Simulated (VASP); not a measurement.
# GaP (F-43m) in VASP: a series of runs

GaP is run at these levels: PBE, r2SCAN; tasks: single point.

Program: VASP 6.6.1. These are calculated values, not measurements. Logs are shortened: lines on timing, memory, paths and dates and some standing lists are left out, and cuts for length are marked.

## (1) The cell of the first run

It takes space group F-43m (No. 216, cubic). Conventional cell: a = 5.663 Å, b = 5.663 Å, c = 5.663 Å, α = 90.00°, β = 90.00°, γ = 90.00°. Within 3.2 Å of Ga (site symmetry -43m) lie 4 P at 2.45 Å. Within 3.2 Å of P (site symmetry -43m) lie 4 Ga at 2.45 Å.

## (2) Single point, PBE (strain +3.9%)

Contents of INCAR:

```
SYSTEM = GaP
ALGO = Normal ; EDIFF = 1E-7
ENCUT = 520 ; GGA = PE
ISIF = 2 ; ISMEAR = -1
LASPH = .True. ; LCHARG = .False.
LREAL = .False. ; LWAVE = .False.
NBANDS = 16 ; NELM = 80
PREC = Accurate ; SIGMA = 0.02
```

Contents of KPOINTS:

```
k-points
0
Gamma
  8 8 8
  0 0 0
```

Contents of POSCAR:

```
GaP
1.0
    0.0000000000      2.8316898682      2.8316898682
    2.8316898682      0.0000000000      2.8316898682
    2.8316898682      2.8316898682      0.0000000000
Ga P
1 1
Direct
    0.0000000000      0.0000000000      0.0000000000
    0.2500000000      0.2500000000      0.2500000000
```

Potentials or basis: VASP PAW PBE potentials, release 64 (Ga_d, P).

On the command line:

```
$ cat potpaw_PBE.64/Ga_d/POTCAR potpaw_PBE.64/P/POTCAR > POTCAR
$ mpirun -np 1 vasp_std > vasp.out
```

OUTCAR:

```text
SYSTEM = GaP
   EDIFF = 1E-7
   ENCUT = 520
   GGA = PE
   ISIF = 2
   ISMEAR = -1
   LASPH = .True.
   LREAL = .False.
   NELM = 80
   PREC = Accurate

 ion  position               nearest neighbor table
   1  0.000  0.000  0.000-   2 2.45   2 2.45   2 2.45   2 2.45
   2  0.250  0.250  0.250-   1 2.45   1 2.45   1 2.45   1 2.45

  LATTYP: Found a face centered cubic cell.
 ALAT       =     5.6633797364

  Lattice vectors:

 A1 = (   0.0000000000,   2.8316898682,   2.8316898682)
 A2 = (   2.8316898682,   0.0000000000,   2.8316898682)
 A3 = (   2.8316898682,   2.8316898682,   0.0000000000)

Analysis of symmetry for initial positions (statically):
=====================================================================
 Subroutine PRICEL returns:
 Original cell was already a primitive cell.

 Routine SETGRP: Setting up the symmetry group for a
 face centered cubic supercell.

 Subroutine GETGRP returns: Found 24 space group operations
 (whereof 24 operations were pure point group operations)
 out of a pool of 48 trial point group operations.

The static configuration has the point symmetry T_d .

Analysis of symmetry for dynamics (positions and initial velocities):
=====================================================================
 Subroutine PRICEL returns:
 Original cell was already a primitive cell.

 Routine SETGRP: Setting up the symmetry group for a
 face centered cubic supercell.

 Subroutine GETGRP returns: Found 24 space group operations
 (whereof 24 operations were pure point group operations)
 out of a pool of 48 trial point group operations.

The dynamic configuration has the point symmetry T_d .

 Subroutine INISYM returns: Found 24 space group operations
 (whereof 24 operations are pure point group operations),
 and found     1 'primitive' translations

----------------------------------------------------------------------------------------

                                     Primitive cell

  volume of cell :      45.4116

  direct lattice vectors                    reciprocal lattice vectors
     0.000000000  2.831689868  2.831689868    -0.176573009  0.176573009  0.176573009
     2.831689868  0.000000000  2.831689868     0.176573009 -0.176573009  0.176573009
     2.831689868  2.831689868  0.000000000     0.176573009  0.176573009 -0.176573009

  length of vectors
     4.004614216  4.004614216  4.004614216     0.305833422  0.305833422  0.305833422

  position of ions in fractional coordinates (direct lattice)
     0.000000000  0.000000000  0.000000000
     0.250000000  0.250000000  0.250000000

  ion indices of the primitive-cell ions
   primitive index   ion index
                 1           1
                 2           2

----------------------------------------------------------------------------------------

 KPOINTS: k-points

Automatic generation of k-mesh.
 Grid dimensions read from file:
 generate k-points for:    8    8    8

 Generating k-lattice:

  Cartesian coordinates                     Fractional coordinates (reciprocal lattice)
    -0.022071626  0.022071626  0.022071626     0.125000000  0.000000000  0.000000000
     0.022071626 -0.022071626  0.022071626     0.000000000  0.125000000  0.000000000
     0.022071626  0.022071626 -0.022071626     0.000000000  0.000000000  0.125000000

  Length of vectors
     0.038229178  0.038229178  0.038229178

  Shift w.r.t. Gamma in fractional coordinates (k-lattice)
     0.000000000  0.000000000  0.000000000

 Subroutine IBZKPT returns following result:
 ===========================================

 Found     29 irreducible k-points:

 Following reciprocal coordinates:
            Coordinates               Weight
  0.000000  0.000000  0.000000      1.000000
  0.125000  0.000000  0.000000      8.000000
  0.250000  0.000000  0.000000      8.000000
  0.375000  0.000000  0.000000      8.000000
  0.500000  0.000000  0.000000      4.000000
  0.125000  0.125000  0.000000      6.000000
[... 16 lines left out ...]
  0.500000  0.250000  0.125000     48.000000
 -0.375000  0.250000  0.125000     24.000000
 [... further k-points ...]
   k-points           NKPTS =     29   k-points in BZ     NKDIM =     29   number of bands    NBANDS=     16
   number of dos      NEDOS =    301   number of ions     NIONS =      2
   total plane-waves  NPLWV =  27000
   dimension x,y,z NGX =    30 NGY =   30 NGZ =   30
   dimension x,y,z NGXF=    60 NGYF=   60 NGZF=   60
   ions per type =               1   1
   NGX,Y,Z   is equivalent  to a cutoff of  12.45, 12.45, 12.45 a.u.
   NGXF,Y,Z  is equivalent  to a cutoff of  24.91, 24.91, 24.91 a.u.
 SYSTEM =  GaP
   PREC   = accura    normal or accurate (medium, high low for compatibility)
   ISTART =      0    job   : 0-new  1-cont  2-samecut
   ICHARG =      2    charge: 1-file 2-atom 10-const
   ISPIN  =      1    spin polarized calculation?
   LNONCOLLINEAR =      F non collinear calculations
   LSORBIT =      F    spin-orbit coupling
   LASPH  =      T    aspherical Exc in radial PAW
   ENCUT  =  520.0 eV  38.22 Ry    6.18 a.u.   7.45  7.45  7.45*2*pi/ulx,y,z
   NELM   =     80;   NELMIN=  2; NELMDL= -5     # of ELM steps
   EDIFF  = 0.1E-06   stopping-criterion for ELM
   LREAL  =      F    real-space projection
   EDIFFG = 0.1E-05   stopping-criterion for IOM
   NSW    =      0    number of steps for IOM
   IBRION =     -1    ionic relax: 0-MD 1-quasi-New 2-CG
   NFREE  =      0    steps in history (QN), initial steepest desc. (CG)
   ISIF   =      2    stress and relaxation
   ISYM   =      2    0-nonsym 1-usesym 2-fastsym
   POTIM  = 0.5000    time-step for ionic-motion
   TEBEG  =    0.0;   TEEND  =   0.0 temperature during run
   PSTRESS=    0.0 pullay stress
   NELECT =      18.0000    total number of electrons
   NUPDOWN=      -1.0000    fix difference up-down
   EMIN   =  10.00;   EMAX   =-10.00  energy-range for DOS
   EFERMI =   0.00;   METHOD = LEGACY
   ISMEAR =    -1;   SIGMA  =   0.02  broadening in eV -4-tet -1-fermi 0-gaus
   EFERMI_NEDOS =   21; number of points for ismear=-14 and -15
   IALGO  =     38    algorithm
   IMIX   =      4    mixing-type and parameters
     AMIX     =   0.40;   BMIX     =  1.00
     AMIX_MAG =   1.60;   BMIX_MAG =  1.00
  volume/ion in A,a.u.               =      22.71       153.23
  Fermi-wavevector in a.u.,A,eV,Ry     =   1.202569  2.272526 19.676365  1.446172
  Thomas-Fermi vector in A             =   2.338347
   LORBIT       =      0    0 simple, 1 ext, 2 COOP (PROOUT), +10 PAW based schemes
   GGA     = PE    functional components
   LHFCALC =     F    Hartree Fock is set to
   AEXX    =    0.0000 exact exchange contribution
   IVDW    =     0    specifies the selected vdW correction
   LEPSILON=     F    determine dielectric tensor
   LRPA    =     F    only Hartree local field effects (RPA)
 non-spin polarized calculation
  energy-cutoff  :      520.00
  volume of cell :       45.41
 maximum number of plane-waves:      1243
 NGX is ok and might be reduce to    30
   NGX = 15   NGY = 15   NGZ = 15

 number of electron      17.9999992 magnetization

 Free energy of the ion-electron system (eV)
  ---------------------------------------------------
  ext. energy  EPLUGINS =         0.00000000
  ---------------------------------------------------
  free energy    TOTEN  =        -9.05943325 eV

  energy without entropy =       -9.05943325  energy(sigma->0) =       -9.05943325

 E-fermi :   3.9883     XC(G=0):  -9.3187

 val. band max:        3.5502913342   @ k =   0.0000   0.0000   0.0000
 cond. band min:       4.4522122890   @ k =   0.0000   0.0000   0.0000
 fundamental gap:      0.9019209548
 Fermi energy:         3.9882741895

 k-point     1 :       0.0000    0.0000    0.0000
  band No.  band energies     occupation
      1     -10.8529      2.00000
      2     -10.8529      2.00000
      3     -10.8529      2.00000
      4     -10.7837      2.00000
      5     -10.7837      2.00000
      6      -8.1364      2.00000
[... 8 lines left out ...]
     15      13.1700      0.00000
     16      13.1700      0.00000

 k-point     2 :       0.1250    0.0000    0.0000
  band No.  band energies     occupation
      1     -10.8607      2.00000
      2     -10.8497      2.00000
      3     -10.8497      2.00000
      4     -10.7837      2.00000
      5     -10.7837      2.00000
      6      -7.9630      2.00000
[... 8 lines left out ...]
     15      12.6089      0.00000
     16      12.7182      0.00000

 k-point     3 :       0.2500    0.0000    0.0000
  band No.  band energies     occupation
      1     -10.8788      2.00000
      2     -10.8429      2.00000
      3     -10.8429      2.00000
      4     -10.7828      2.00000
      5     -10.7828      2.00000
      6      -7.4737      2.00000
[... 8 lines left out ...]
     15      12.4217      0.00000
     16      13.1598      0.00000

 k-point     4 :       0.3750    0.0000    0.0000
  band No.  band energies     occupation
      1     -10.8960      2.00000
      2     -10.8376      2.00000
      3     -10.8376      2.00000
      4     -10.7803      2.00000
      5     -10.7803      2.00000
      6      -6.8084      2.00000
[... 8 lines left out ...]
     15      13.4647      0.00000
     16      13.4647      0.00000
[... 324 lines left out ...]
 k-point    22 :       0.3750    0.2500    0.1250
  band No.  band energies     occupation
      1     -10.8950      2.00000
      2     -10.8348      2.00000
      3     -10.8321      2.00000
      4     -10.7902      2.00000
      5     -10.7776      2.00000
      6      -7.0565      2.00000
[... 8 lines left out ...]
     15      14.2372      0.00000
     16      15.2462      0.00000

 k-point    23 :       0.5000    0.2500    0.1250
  band No.  band energies     occupation
      1     -10.9052      2.00000
      2     -10.8322      2.00000
      3     -10.8260      2.00000
      4     -10.7889      2.00000
      5     -10.7776      2.00000
      6      -6.4351      2.00000
[... 8 lines left out ...]
     15      14.4775      0.00000
     16      15.8419      0.00000

 k-point    24 :      -0.3750    0.2500    0.1250
  band No.  band energies     occupation
      1     -10.9090      2.00000
      2     -10.8318      2.00000
      3     -10.8237      2.00000
      4     -10.7866      2.00000
      5     -10.7787      2.00000
      6      -6.0810      2.00000
[... 8 lines left out ...]
     15      15.1010      0.00000
     16      15.4215      0.00000

 [... further k-points ...]

------------------------ aborting loop because EDIFF is reached ----------------------------------------

  FORCE on cell =-STRESS in cart. coord.  units (eV):
  Direction    XX          YY          ZZ          XY          YZ          ZX
  --------------------------------------------------------------------------------------
  -------------------------------------------------------------------------------------
  Total       -1.5096596     -1.5096596     -1.5096596      0.0000000      0.0000000      0.0000000
  in kB      -53.2626227    -53.2626227    -53.2626227      0.0000000      0.0000000      0.0000000
  external PRESSURE =     -53.2626227 kB  Pullay stress =       0.0000000 kB

 VOLUME and BASIS-vectors are now :
 -----------------------------------------------------------------------------
  energy-cutoff  :      520.00
  volume of cell :       45.41
      direct lattice vectors                 reciprocal lattice vectors
     0.000000000  2.831689868  2.831689868    -0.176573009  0.176573009  0.176573009
     2.831689868  0.000000000  2.831689868     0.176573009 -0.176573009  0.176573009
     2.831689868  2.831689868  0.000000000     0.176573009  0.176573009 -0.176573009

 POSITION                                       TOTAL-FORCE (eV/Angst)
 -----------------------------------------------------------------------------------
      0.00000      0.00000      0.00000         0.000000      0.000000      0.000000
      1.41584      1.41584      1.41584        -0.000000     -0.000000     -0.000000
 -----------------------------------------------------------------------------------
    total drift:                                0.000002      0.000002      0.000002

  FREE ENERGIE OF THE ION-ELECTRON SYSTEM (eV)
  ---------------------------------------------------
  free  energy   TOTEN  =        -9.0594332501 eV

  energy  without entropy=       -9.0594332501  energy(sigma->0) =       -9.05943325
```

Run time: 33 s. Hardware: 1 thread of Intel Xeon 8259CL, shared host; peak memory 0.17 GiB.

Results:

* Free energy: -9.0594 eV
* Pressure: -5.3 GPa
* Band gap on the k mesh: 0.90 eV, direct

Caveat: the cell differs from its parent crystal (strain +3.9%). A k mesh can miss the band edges.

## (3) Single point, r2SCAN (strain +3.9%)

POSCAR is that of step 2.

Contents of INCAR.step1:

```
SYSTEM = GaP
PREC = Accurate ; ENCUT = 520
ISMEAR = 0 ; SIGMA = 0.01
LREAL = .FALSE. ; LASPH = .TRUE.
NELM = 100 ; NBANDS = 16
GGA = PE ; ALGO = Normal
EDIFF = 1E-4 ; LWAVE = .TRUE.
LCHARG = .FALSE.
```

Contents of INCAR.step2:

```
SYSTEM = GaP
PREC = Accurate ; ENCUT = 520
EDIFF = 1E-6 ; ISMEAR = 0
SIGMA = 0.01 ; LREAL = .FALSE.
LASPH = .TRUE. ; NELM = 100
ALGO = Normal ; ISIF = 2
LWAVE = .FALSE. ; LCHARG = .FALSE.
METAGGA = R2SCAN ; LMIXTAU = .TRUE.
NBANDS = 16 ; ISTART = 1
```

Contents of KPOINTS:

```
regular mesh
0
G
  8 8 8
  0 0 0
```

Potentials or basis: VASP PAW PBE potentials, release 64 (Ga_d, P).

On the command line:

```
$ cat potpaw_PBE.64/Ga_d/POTCAR potpaw_PBE.64/P/POTCAR > POTCAR
$ cp INCAR.step1 INCAR
$ mpirun -np 1 vasp_std > vasp.out
$ cp INCAR.step2 INCAR
$ mpirun -np 1 vasp_std > vasp.out
```

OUTCAR:

```text
SYSTEM = GaP
   PREC = Accurate
   ENCUT = 520
   EDIFF = 1E-6
   ISMEAR = 0
   LREAL = .FALSE.
   LASPH = .TRUE.
   NELM = 100
   ISIF = 2
   METAGGA = R2SCAN
   ISTART = 1

 ion  position               nearest neighbor table
   1  0.000  0.000  0.000-   2 2.45   2 2.45   2 2.45   2 2.45
   2  0.250  0.250  0.250-   1 2.45   1 2.45   1 2.45   1 2.45

  LATTYP: Found a face centered cubic cell.
 ALAT       =     5.6633797364

  Lattice vectors:

 A1 = (   0.0000000000,   2.8316898682,   2.8316898682)
 A2 = (   2.8316898682,   0.0000000000,   2.8316898682)
 A3 = (   2.8316898682,   2.8316898682,   0.0000000000)

Analysis of symmetry for initial positions (statically):
=====================================================================
 Subroutine PRICEL returns:
 Original cell was already a primitive cell.

 Routine SETGRP: Setting up the symmetry group for a
 face centered cubic supercell.

 Subroutine GETGRP returns: Found 24 space group operations
 (whereof 24 operations were pure point group operations)
 out of a pool of 48 trial point group operations.

The static configuration has the point symmetry T_d .
[... 161 lines left out ...]

 E-fermi :   3.4662     XC(G=0):  -9.9994

 val. band max:        3.3518990959   @ k =   0.0000   0.0000   0.0000
 cond. band min:       4.7113045277   @ k =   0.0000   0.0000   0.0000
 fundamental gap:      1.3594054318
 Fermi energy:         3.4662002391

 k-point     1 :       0.0000    0.0000    0.0000
  band No.  band energies     occupation
      1     -11.4953      2.00000
      2     -11.4953      2.00000
      3     -11.4953      2.00000
      4     -11.4154      2.00000
      5     -11.4154      2.00000
      6      -8.8385      2.00000
[... 433 lines left out ...]
      3     -11.4636      2.00000
      4     -11.4186      2.00000
      5     -11.4101      2.00000
      6      -6.6864      2.00000
[... 8 lines left out ...]
     15      15.5606      0.00000
     16      15.9162      0.00000

 [... further k-points ...]

------------------------ aborting loop because EDIFF is reached ----------------------------------------

  FORCE on cell =-STRESS in cart. coord.  units (eV):
  Direction    XX          YY          ZZ          XY          YZ          ZX
  --------------------------------------------------------------------------------------
  -------------------------------------------------------------------------------------
  Total       -2.2070776     -2.2070776     -2.2070776     -0.0000000     -0.0000000      0.0000000
  in kB      -77.8683786    -77.8683786    -77.8683786     -0.0000000     -0.0000000      0.0000000
  external PRESSURE =     -77.8683786 kB  Pullay stress =       0.0000000 kB

 VOLUME and BASIS-vectors are now :
 -----------------------------------------------------------------------------
  energy-cutoff  :      520.00
  volume of cell :       45.41
      direct lattice vectors                 reciprocal lattice vectors
     0.000000000  2.831689868  2.831689868    -0.176573009  0.176573009  0.176573009
     2.831689868  0.000000000  2.831689868     0.176573009 -0.176573009  0.176573009
     2.831689868  2.831689868  0.000000000     0.176573009  0.176573009 -0.176573009

 POSITION                                       TOTAL-FORCE (eV/Angst)
 -----------------------------------------------------------------------------------
      0.00000      0.00000      0.00000         0.000000      0.000000      0.000000
      1.41584      1.41584      1.41584        -0.000000     -0.000000     -0.000000
 -----------------------------------------------------------------------------------
    total drift:                                0.000001      0.000001      0.000001

  FREE ENERGIE OF THE ION-ELECTRON SYSTEM (eV)
  ---------------------------------------------------
  free  energy   TOTEN  =       -21.3290890214 eV

  energy  without entropy=      -21.3290890214  energy(sigma->0) =      -21.32908902
```

OSZICAR.step1:

```text
N       E                     dE             d eps       ncg     rms          rms(c)
DAV:   1     0.774243882269E+02    0.77424E+02   -0.89778E+03   960   0.158E+03
DAV:   2    -0.310342168516E+01   -0.80528E+02   -0.76376E+02  1088   0.300E+02
DAV:   3    -0.920062407765E+01   -0.60972E+01   -0.60783E+01  1192   0.647E+01
DAV:   4    -0.929753938797E+01   -0.96915E-01   -0.96900E-01  1136   0.887E+00
DAV:   5    -0.929932919713E+01   -0.17898E-02   -0.17896E-02  1272   0.106E+00    0.375E+00
DAV:   6    -0.907702306263E+01    0.22231E+00   -0.37718E-01  1424   0.923E+00    0.242E+00
DAV:   7    -0.905835323073E+01    0.18670E-01   -0.75978E-02  1224   0.170E+00    0.102E+00
DAV:   8    -0.905884066679E+01   -0.48744E-03   -0.11755E-02  1088   0.127E+00    0.122E-01
DAV:   9    -0.905926039960E+01   -0.41973E-03   -0.12978E-03  1160   0.524E-01    0.891E-02
DAV:  10    -0.905934734652E+01   -0.86947E-04   -0.92539E-05   968   0.930E-02
   1 F= -.90593473E+01 E0= -.90593473E+01  d E =-.224695E-76
```

Run time: 2.4 min. Hardware: 1 thread of Intel Xeon 8259CL, shared host; peak memory 0.18 GiB.

What came out:

* Free energy: -21.3291 eV
* Pressure: -7.8 GPa
* Band gap on the k mesh: 1.36 eV, direct

Levels at points of the mesh, in eV from the valence-band top:
| k point | band 6 | band 7 | band 8 | band 9 | band 10 | band 11 | band 12 | band 13 |
| --- | --- | --- | --- | --- | --- | --- | --- | --- |
| (0.00, 0.00, 0.00) | -12.19 | 0.00 | 0.00 | 0.00 | 1.36 | 4.20 | 4.20 | 4.20 |
| (0.50, 0.00, 0.00) | -10.40 | -6.22 | -1.01 | -1.01 | 1.67 | 5.06 | 5.06 | 8.52 |
| (0.50, 0.50, 0.00) | -9.61 | -6.43 | -2.41 | -2.41 | 2.12 | 2.16 | 10.45 | 10.45 |

Caveat: the cell differs from its parent crystal (strain +3.9%); the PAW data sets were made with another functional, which shifts forces and pressure a little.
